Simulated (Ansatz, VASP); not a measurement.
## Two plane-wave programs on Ge

INCAR

```
SYSTEM = Ge
PREC = Accurate
ENCUT = 520
EDIFF = 1E-8
ISMEAR = -1
SIGMA = 0.05
LREAL = .FALSE.
LASPH = .TRUE.
NELM = 80
ALGO = Normal
ISIF = 2
LWAVE = .FALSE.
LCHARG = .FALSE.
GGA = PE
LEFG = .TRUE.
NBANDS = 21
```

KPOINTS

```
Automatic mesh
0
G
  15 15 8
  0 0 0
```

POSCAR

```
Ge
1.0
    2.9759643188      0.0000000000      0.0000000000
   -1.4879821594      2.5772607008      0.0000000000
    0.0000000000      0.0000000000      5.0534954650
Ge
2
Direct
    0.3333333333      0.6666666667      0.2500000000
    0.6666666667      0.3333333333      0.7500000000
```

Input for Ansatz:

```yaml
crystal:
  lattice:
    - [2.9759643188, 0.0, 0.0]
    - [-1.4879821594, 2.5772607008, 0.0]
    - [0.0, 0.0, 5.053495465]
  atoms:
    - { symbol: Ge, position: [0.3333333333, 0.6666666667, 0.25] }
    - { symbol: Ge, position: [0.6666666667, 0.3333333333, 0.75] }
kpoints:
  mp_grid: { grid: [15, 15, 8] }
  band_path:
    path:
      - [0.0, 0.0, 0.0]
      - [0.5, 0.0, 0.0]
      - [0.3333333333, 0.3333333333, 0.0]
      - [0.0, 0.0, 0.0]
      - [0.0, 0.0, 0.5]
      - [0.5, 0.0, 0.5]
      - [0.3333333333, 0.3333333333, 0.5]
      - [0.0, 0.0, 0.5]
      - [0.5, 0.0, 0.5]
    npoints: 14
scf:
  occupations: { method: fermi_dirac, width: 0.05 }
hamiltonian:
  xc: pbe
  pseudopotentials: { kind: paw }
output:
  forces: true
  stress: true
  eigenvalues: true
  efg: { contact_densities: true }
  populations: true
  bader: true
  dos: { projected: true, de: 0.2, e_range: [-14, 8] }
  write_density: true
  write_potential: true
  elf: true
  volumetric_format: npy
```

Alike in both runs: task electric field gradients; functional PBE; k mesh 15 × 15 × 8; occupations fermi-dirac, width 0.05 eV; no spin polarisation.

|  | VASP | Ansatz |
| --- | --- | --- |
| version | VASP 6.6.1 | Ansatz 0.2.0 |
| potentials or method | VASP PAW PBE potentials, release 64 (Ge_d) | PAW with Ansatz's default frozen-core files, scalar-relativistic |
| plane-wave cutoff (eV) | 520 | 420 |
| valence electrons in the cell | 28 | 28 |

VASP gave:

```
pressure (GPa)                                       : 0.0
size of Vzz on the site where it differs most (V/Å²) : 3.9
```

Which values does Ansatz return?

Pressure (GPa): 0.0; size of Vzz on the site where it differs most (V/Å²): 4.5.
